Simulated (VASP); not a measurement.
# GaSb (drp) (F-43m) in VASP: notebook, part 2 of 2

VASP 6.6.1.

## (3) Single point, RPBE

This run uses another cell than the first one, of 31.04 Å³/atom, 1.074 times its volume.

Contents of INCAR:

```
PREC     = Accurate       # precision mode
ENCUT    = 500            # plane-wave cutoff, eV
EDIFF    = 1E-6           # SCF threshold, eV
ISMEAR   = 0              # smearing method
SIGMA    = 0.1            # smearing width, eV
LREAL    = False          # projectors in reciprocal space
LASPH    = True           # aspherical terms in the spheres
NELM     = 120            # most SCF steps
ALGO     = Normal         # electronic algorithm
ISIF     = 2              # what is computed and relaxed
LWAVE    = False          # write WAVECAR
LCHARG   = False          # write CHGCAR
GGA      = RP             # functional
NBANDS   = 16             # bands
GGA_COMPAT= False
```

Contents of KPOINTS:

```
Automatic mesh
0
Gamma
  10 10 10
```

Contents of POSCAR:

```
GaSb
1.0
    0.0000000000      3.1428435116      3.1428435116
    3.1428435116      0.0000000000      3.1428435116
    3.1428435116      3.1428435116      0.0000000000
Ga Sb
1 1
Direct
    0.0000000000      0.0000000000      0.0000000000
    0.2500000000      0.2500000000      0.2500000000
```

Potentials or basis: VASP PAW PBE potentials, release 64 (Ga_d, Sb).

Started as:

```console
cat potpaw_PBE.64/Ga_d/POTCAR potpaw_PBE.64/Sb/POTCAR > POTCAR
mpirun -np 1 vasp_std > vasp.out
```

OUTCAR:

```text
PREC = Accurate
   ENCUT = 500
   EDIFF = 1E-6
   ISMEAR = 0
   LREAL = False
   LASPH = True
   NELM = 120
   ISIF = 2
   GGA = RP

 ion  position               nearest neighbor table
   1  0.000  0.000  0.000-   2 2.72   2 2.72   2 2.72   2 2.72
   2  0.250  0.250  0.250-   1 2.72   1 2.72   1 2.72   1 2.72

  LATTYP: Found a face centered cubic cell.
 ALAT       =     6.2856870232

  Lattice vectors:

 A1 = (   0.0000000000,   3.1428435116,   3.1428435116)
 A2 = (   3.1428435116,   0.0000000000,   3.1428435116)
 A3 = (   3.1428435116,   3.1428435116,   0.0000000000)

Analysis of symmetry for initial positions (statically):
=====================================================================
 Subroutine PRICEL returns:
 Original cell was already a primitive cell.

 Routine SETGRP: Setting up the symmetry group for a
 face centered cubic supercell.

 Subroutine GETGRP returns: Found 24 space group operations
 (whereof 24 operations were pure point group operations)
 out of a pool of 48 trial point group operations.

The static configuration has the point symmetry T_d .

Analysis of symmetry for dynamics (positions and initial velocities):
=====================================================================
 Subroutine PRICEL returns:
 Original cell was already a primitive cell.

 Routine SETGRP: Setting up the symmetry group for a
 face centered cubic supercell.

 Subroutine GETGRP returns: Found 24 space group operations
 (whereof 24 operations were pure point group operations)
 out of a pool of 48 trial point group operations.

The dynamic configuration has the point symmetry T_d .

 Subroutine INISYM returns: Found 24 space group operations
 (whereof 24 operations are pure point group operations),
 and found     1 'primitive' translations

----------------------------------------------------------------------------------------

                                     Primitive cell

  volume of cell :      62.0867

  direct lattice vectors                    reciprocal lattice vectors
     0.000000000  3.142843512  3.142843512    -0.159091599  0.159091599  0.159091599
     3.142843512  0.000000000  3.142843512     0.159091599 -0.159091599  0.159091599
     3.142843512  3.142843512  0.000000000     0.159091599  0.159091599 -0.159091599

  length of vectors
     4.444651919  4.444651919  4.444651919     0.275554733  0.275554733  0.275554733

  position of ions in fractional coordinates (direct lattice)
     0.000000000  0.000000000  0.000000000
     0.250000000  0.250000000  0.250000000

  ion indices of the primitive-cell ions
   primitive index   ion index
                 1           1
                 2           2

----------------------------------------------------------------------------------------

 KPOINTS: Automatic mesh

Automatic generation of k-mesh.
 Grid dimensions read from file:
 generate k-points for:   10   10   10

 Generating k-lattice:

  Cartesian coordinates                     Fractional coordinates (reciprocal lattice)
    -0.015909160  0.015909160  0.015909160     0.100000000  0.000000000  0.000000000
     0.015909160 -0.015909160  0.015909160     0.000000000  0.100000000  0.000000000
     0.015909160  0.015909160 -0.015909160     0.000000000  0.000000000  0.100000000

  Length of vectors
     0.027555473  0.027555473  0.027555473

  Shift w.r.t. Gamma in fractional coordinates (k-lattice)
     0.000000000  0.000000000  0.000000000

 Subroutine IBZKPT returns following result:
 ===========================================

 Found     47 irreducible k-points:

 Following reciprocal coordinates:
            Coordinates               Weight
  0.000000  0.000000  0.000000      1.000000
  0.100000  0.000000  0.000000      8.000000
  0.200000  0.000000  0.000000      8.000000
  0.300000  0.000000  0.000000      8.000000
  0.400000  0.000000  0.000000      8.000000
  0.500000  0.000000  0.000000      4.000000
[... 16 lines left out ...]
  0.300000  0.300000  0.000000      6.000000
  0.400000  0.300000  0.000000     24.000000
 [... further k-points ...]
   k-points           NKPTS =     47   k-points in BZ     NKDIM =     47   number of bands    NBANDS=     16
   number of dos      NEDOS =    301   number of ions     NIONS =      2
   total plane-waves  NPLWV =  32768
   dimension x,y,z NGX =    32 NGY =   32 NGZ =   32
   dimension x,y,z NGXF=    64 NGYF=   64 NGZF=   64
   ions per type =               1   1
   NGX,Y,Z   is equivalent  to a cutoff of  11.97, 11.97, 11.97 a.u.
   NGXF,Y,Z  is equivalent  to a cutoff of  23.94, 23.94, 23.94 a.u.
 SYSTEM =  unknown system
   PREC   = accura    normal or accurate (medium, high low for compatibility)
   ISTART =      0    job   : 0-new  1-cont  2-samecut
   ICHARG =      2    charge: 1-file 2-atom 10-const
   ISPIN  =      1    spin polarized calculation?
   LNONCOLLINEAR =      F non collinear calculations
   LSORBIT =      F    spin-orbit coupling
   LASPH  =      T    aspherical Exc in radial PAW
   ENCUT  =  500.0 eV  36.75 Ry    6.06 a.u.   8.10  8.10  8.10*2*pi/ulx,y,z
   NELM   =    120;   NELMIN=  2; NELMDL= -5     # of ELM steps
   EDIFF  = 0.1E-05   stopping-criterion for ELM
   LREAL  =      F    real-space projection
   EDIFFG = 0.1E-04   stopping-criterion for IOM
   NSW    =      0    number of steps for IOM
   IBRION =     -1    ionic relax: 0-MD 1-quasi-New 2-CG
   NFREE  =      0    steps in history (QN), initial steepest desc. (CG)
   ISIF   =      2    stress and relaxation
   ISYM   =      2    0-nonsym 1-usesym 2-fastsym
   POTIM  = 0.5000    time-step for ionic-motion
   TEBEG  =    0.0;   TEEND  =   0.0 temperature during run
   PSTRESS=    0.0 pullay stress
   NELECT =      18.0000    total number of electrons
   NUPDOWN=      -1.0000    fix difference up-down
   EMIN   =  10.00;   EMAX   =-10.00  energy-range for DOS
   EFERMI =   0.00;   METHOD = LEGACY
   ISMEAR =     0;   SIGMA  =   0.10  broadening in eV -4-tet -1-fermi 0-gaus
   EFERMI_NEDOS =   21; number of points for ismear=-14 and -15
   IALGO  =     38    algorithm
   IMIX   =      4    mixing-type and parameters
     AMIX     =   0.40;   BMIX     =  1.00
     AMIX_MAG =   1.60;   BMIX_MAG =  1.00
  volume/ion in A,a.u.               =      31.04       209.49
  Fermi-wavevector in a.u.,A,eV,Ry     =   1.083510  2.047537 15.973156  1.173994
  Thomas-Fermi vector in A             =   2.219578
   LORBIT       =      0    0 simple, 1 ext, 2 COOP (PROOUT), +10 PAW based schemes
   GGA     = RP    functional components
   LHFCALC =     F    Hartree Fock is set to
   AEXX    =    0.0000 exact exchange contribution
   IVDW    =     0    specifies the selected vdW correction
   LEPSILON=     F    determine dielectric tensor
   LRPA    =     F    only Hartree local field effects (RPA)
 non-spin polarized calculation
 Gauss-broadening in eV      SIGMA  =   0.10
  energy-cutoff  :      500.00
  volume of cell :       62.09
 maximum number of plane-waves:      1596
   NGX = 17   NGY = 17   NGZ = 17

 number of electron      18.0000011 magnetization

 Free energy of the ion-electron system (eV)
  ---------------------------------------------------
  ext. energy  EPLUGINS =         0.00000000
  ---------------------------------------------------
  free energy    TOTEN  =        -6.71156880 eV

  energy without entropy =       -6.71138036  energy(sigma->0) =       -6.71147458

 E-fermi :   4.2238     XC(G=0):  -8.5580

 val. band max:        4.1870150538   @ k =   0.0000   0.0000   0.0000
 cond. band min:       4.5161291932   @ k =   0.5000   0.0000   0.0000
 fundamental gap:      0.3291141395
 Fermi energy:         4.2238271879

 k-point     1 :       0.0000    0.0000    0.0000
  band No.  band energies     occupation
      1     -10.7110      2.00000
      2     -10.7110      2.00000
      3     -10.7110      2.00000
      4     -10.6728      2.00000
      5     -10.6728      2.00000
      6      -6.7197      2.00000
[... 8 lines left out ...]
     15      12.6006      0.00000
     16      12.6006      0.00000

 k-point     2 :       0.1000    0.0000    0.0000
  band No.  band energies     occupation
      1     -10.7128      2.00000
      2     -10.7101      2.00000
      3     -10.7101      2.00000
      4     -10.6729      2.00000
      5     -10.6729      2.00000
      6      -6.6272      2.00000
[... 8 lines left out ...]
     15      12.0808      0.00000
     16      12.0808      0.00000
[... 387 lines left out ...]
      5     -10.6707      2.00000
      6      -5.6641      2.00000
[... 8 lines left out ...]
     15      13.7169      0.00000
     16      14.0495      0.00000

 k-point    24 :       0.4000    0.3000    0.0000
  band No.  band energies     occupation
      1     -10.7367      2.00000
      2     -10.6974      2.00000
      3     -10.6970      2.00000
      4     -10.6785      2.00000
      5     -10.6704      2.00000
      6      -5.2916      2.00000
[... 8 lines left out ...]
     15      14.2546      0.00000
     16      14.4179      0.00000

 [... further k-points ...]
[... 5 lines left out ...]
  --------------------------------------------------------------------------------------
  -------------------------------------------------------------------------------------
  Total        0.0046045      0.0046045      0.0046045      0.0000000      0.0000000     -0.0000000
  in kB        0.1188213      0.1188213      0.1188213      0.0000000      0.0000000     -0.0000000
  external PRESSURE =       0.1188213 kB  Pullay stress =       0.0000000 kB

 VOLUME and BASIS-vectors are now :
 -----------------------------------------------------------------------------
  energy-cutoff  :      500.00
  volume of cell :       62.09
      direct lattice vectors                 reciprocal lattice vectors
     0.000000000  3.142843512  3.142843512    -0.159091599  0.159091599  0.159091599
     3.142843512  0.000000000  3.142843512     0.159091599 -0.159091599  0.159091599
     3.142843512  3.142843512  0.000000000     0.159091599  0.159091599 -0.159091599

 POSITION                                       TOTAL-FORCE (eV/Angst)
 -----------------------------------------------------------------------------------
      0.00000      0.00000      0.00000        -0.000000     -0.000000     -0.000000
      1.57142      1.57142      1.57142         0.000000      0.000000      0.000000
 -----------------------------------------------------------------------------------
    total drift:                                0.000001      0.000001      0.000001

  FREE ENERGIE OF THE ION-ELECTRON SYSTEM (eV)
  ---------------------------------------------------
  free  energy   TOTEN  =        -6.7115687978 eV

  energy  without entropy=       -6.7113803561  energy(sigma->0) =       -6.71147458
```

Wall time 28 s (1 thread of Intel Xeon Platinum 8259CL at 2.50GHz (Skylake/Cascade Lake), shared host); peak memory 0.2 GiB.

What came out:

- Free energy: -6.7116 eV
- Pressure: 0.0 GPa
- Band gap on the k mesh: zero (filled and empty bands touch)

Levels at points of the mesh, in eV from the Fermi level:
```tsv
k point	band 6	band 7	band 8	band 9	band 10	band 11	band 12	band 13
(0.00, 0.00, 0.00)	-10.94	-0.46	-0.04	-0.04	-0.04	2.78	2.78	2.78
(0.50, 0.00, 0.00)	-9.52	-5.99	-1.06	-1.06	0.29	3.73	3.73	6.65
(0.50, 0.50, 0.00)	-8.81	-6.46	-2.33	-2.33	1.02	1.47	8.16	8.16
```

Caveat: the PAW data sets were made with another functional, which shifts forces and pressure a little; spin-orbit coupling is left out, which moves the levels of the heavy elements.

## (4) Relaxation of cell and atoms, RPBE

This run uses another cell than the first one, of 31.04 Å³/atom, 1.074 times its volume.

Contents of INCAR:

```
PREC = Accurate ; ENCUT = 500
EDIFF = 1E-7 ; ISMEAR = -1
SIGMA = 0.15 ; LREAL = F
LASPH = T ; NELM = 120
ALGO = Normal ; ISIF = 3
LWAVE = F ; LCHARG = F
GGA = RP ; IBRION = 2
NSW = 80 ; EDIFFG = -0.001
GGA_COMPAT = F ; NELMIN = 4
```

Contents of KPOINTS:

```
regular mesh
0
Gamma
  10 10 10
```

POSCAR is that of step 3.

Started as:

```console
cat potpaw_PBE.64/Ga_d/POTCAR potpaw_PBE.64/Sb/POTCAR > POTCAR
mpirun -np 1 vasp_std > vasp.out
```

Wall time 78 s (1 thread of Intel Xeon Platinum 8259CL at 2.50GHz (Skylake/Cascade Lake), shared host); peak memory 0.21 GiB.

It converged, with:

* Free energy: -6.7145 eV
* Relaxed volume: 31.09 Å³/atom
* Relaxed cell: a = 4.447 Å, b = 4.447 Å, c = 4.447 Å, α = 60.00°, β = 60.00°, γ = 60.00°
* Space group after relaxing (to 0.05 Å): F-43m (No. 216)
* Energy gained by relaxing: 0.0 meV/atom
* Ionic steps: 6
* Pressure after relaxing: 0.0 GPa
* Band gap on the k mesh: zero (filled and empty bands touch)

Final structure:
```
Ga Sb
1.0
     0.00000    3.14427    3.14427
     3.14427    0.00000    3.14427
     3.14427    3.14427    0.00000
Ga Sb
1 1
Direct
  0.00000 0.00000 0.00000
  0.25000 0.25000 0.25000
```

Levels at points of the mesh, in eV from the Fermi level:
```csv
k point,band 5,band 6,band 7,band 8,band 9,band 10,band 11,band 12,band 13
"(0.00, 0.00, 0.00)",-15.03,-11.07,-0.61,-0.17,-0.17,-0.17,2.64,2.64,2.64
"(0.50, 0.00, 0.00)",-15.03,-9.66,-6.12,-1.20,-1.20,0.15,3.60,3.60,6.51
"(0.50, 0.50, 0.00)",-15.03,-8.95,-6.59,-2.46,-2.46,0.89,1.33,8.01,8.01
```

Caveat: the PAW data sets were made with another functional, which shifts forces and pressure a little; spin-orbit coupling is left out, which moves the levels of the heavy elements.

## (5) The runs side by side

| task | cell | k mesh | smearing | gap on the mesh (eV) | pressure (GPa) |
| --- | --- | --- | --- | --- | --- |
| single point | a = 4.340 Å, angles 60.0°, 2 atoms | 6 × 6 × 6 | gaussian 0.1 eV | - | 3.5 |
| single point | a = 4.445 Å, angles 60.0°, 2 atoms | 10 × 10 × 10 | gaussian 0.1 eV | none | 0.0 |
| relaxation of cell and atoms | relaxed from a = 4.445 Å, angles 60.0°, 2 atoms | 10 × 10 × 10 | fermi-dirac 0.15 eV | none | 0.0 |

Alike in all rows: level RPBE; potentials or basis VASP PAW PBE potentials, release 64 (Ga_d, Sb); no spin polarisation; cutoff (eV) 500.

Caveats: the PAW data sets were made with another functional, which shifts forces and pressure a little; spin-orbit coupling is left out, which moves the levels of the heavy elements.

Total energies depend on the potentials used, so only differences within one code and one set of settings carry meaning.
